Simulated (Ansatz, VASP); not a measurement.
**Two plane-wave programs on Si**

Contents of INCAR:

```
SYSTEM = Si
ALGO = Normal
DIPOL = 0.5 0.5 0.500
EDIFF = 1E-6
ENCUT = 520
IDIPOL = 3
ISIF = 2
ISMEAR = 0
LASPH = .TRUE.
LCHARG = .TRUE.
LDIPOL = .TRUE.
LELF = .TRUE.
LREAL = .FALSE.
LVACPOTAV = .TRUE.
LVHAR = .TRUE.
LWAVE = .FALSE.
NBANDS = 11
NELM = 60
PREC = Accurate
SIGMA = 0.1
```

File KPOINTS:

```
k-points
0
G
  15 15 1
  0 0 0
```

Contents of POSCAR:

```
Si
1.0
    4.0150000000      0.0000000000      0.0000000000
   -2.0075000000      3.4770919962      0.0000000000
    0.0000000000      0.0000000000     28.0000000000
Si
2
Direct
    0.3333333333      0.6666666667      0.5076607143
    0.6666666667      0.3333333333      0.4923392857
```

Input for Ansatz:

```yaml
crystal:
  lattice:
    - [4.015, 0.0, 0.0]
    - [-2.0075, 3.4770919962, 0.0]
    - [0.0, 0.0, 28.0]
  atoms:
    - { symbol: Si, position: [0.3333333333, 0.6666666667, 0.5076607143] }
    - { symbol: Si, position: [0.6666666667, 0.3333333333, 0.4923392857] }
  periodic: [true, true, false]
basis:
  ecutwfc: 420
kpoints:
  mp_grid: { grid: [15, 15, 1] }
hamiltonian:
  xc: lda
  pseudopotentials: { kind: paw, azcp: { folder: soft_1 } }
scf:
  occupations: { method: gaussian, width: 0.1 }
output:
  forces: true
  stress: true
  eigenvalues: true
```

Alike in both runs: task single point; functional LDA; k mesh 15 × 15 × 1; occupations gaussian, width 0.1 eV; no spin polarisation.

|  | VASP | Ansatz |
| --- | --- | --- |
| version | VASP 6.6.1 | Ansatz 0.2.0 |
| potentials or method | VASP PAW LDA potentials, release 64 (Si), cutoff 520 eV | scalar-relativistic, plane waves, PAW |
| valence electrons in the cell | 8 | 8 |

|  | VASP | Ansatz | Ansatz less VASP |
| --- | --- | --- | --- |
| gap on the k mesh at the Fermi level (eV) | none | none | - |
| rms of the force components (eV/Å) | 0.116 | 0.116 | -0.0003 |
| work function, face that differs most (eV) | 4.83 | 4.82 | -0.011 |

Ansatz warns that its potentials were made for another functional, while VASP's fit it. LDA's correlation is that of Perdew and Zunger in VASP and of Perdew and Wang (1992) in Ansatz. Atom by atom the forces differ by 0.000 eV/Å (rms over components). A gap of «none» marks a metal or a gap that the smearing closes.
